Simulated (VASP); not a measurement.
# ZnCdF4: single point with PBE

ZnCdF4:

```xyz
6
Lattice="3.6935 0.0000 0.0000 0.0000 3.6935 0.0000 0.0000 0.0000 6.8292" Properties=species:S:1:pos:R:3 pbc="T T T"
Zn    0.0000    0.0000    0.0000
Cd    1.8468    1.8468    3.4146
F     0.0000    0.0000    4.6014
F     1.8468    0.0000    0.0000
F     0.0000    1.8468    0.0000
F     0.0000    0.0000    2.2278
```

```yaml
Program: VASP 6.6.1
Task: single point
Functional: PBE
Potentials_or_basis: VASP PAW PBE potentials, release 64 (Zn, Cd, F)
Cutoff: 520 eV
k_mesh: 4 × 4 × 4
Occupations: gaussian, width 0.1 eV
Spin: no spin polarisation
Dipole_correction: no
Further_INCAR_settings: ALGO = Normal; EDIFF = 1e-06; NBANDS = 35
```

```yaml
Pressure: 0.4 GPa
Band_gap_on_the_k_mesh: zero (band 26 reaches -0.14 eV, above the bottom of band 27 at -2.06 eV)
```

Stress tensor (GPa, compression positive):
```
0.63 0.00 0.00
0.00 0.63 0.00
0.00 0.00 0.05
```

Levels at points of the mesh, in eV from the Fermi level:
| k point | band 24 | band 25 | band 26 | band 27 | band 28 | band 29 |
| --- | --- | --- | --- | --- | --- | --- |
| (0.00, 0.00, 0.00) | -1.94 | -1.94 | -1.62 | -1.10 | 4.67 | 6.01 |
| (0.50, 0.00, 0.00) | -1.62 | -1.52 | -1.10 | 1.31 | 3.91 | 6.34 |
| (0.50, 0.50, 0.00) | -1.59 | -1.19 | 0.82 | 1.03 | 5.49 | 5.49 |
| (0.00, 0.00, 0.50) | -1.94 | -1.94 | -1.62 | -0.69 | 3.78 | 7.09 |
| (0.50, 0.00, 0.50) | -1.65 | -1.52 | -0.52 | 1.31 | 4.01 | 6.12 |
| (0.50, 0.50, 0.50) | -1.19 | -0.85 | 0.82 | 0.97 | 5.51 | 5.51 |

Wall time 33 s on 1 thread of Intel(R) Xeon(R) 6975P-C (Granite Rapids), with other jobs on the host, peak memory 0.22 GiB.

Caveat: the k points lie up to 0.43 Å⁻¹ apart.
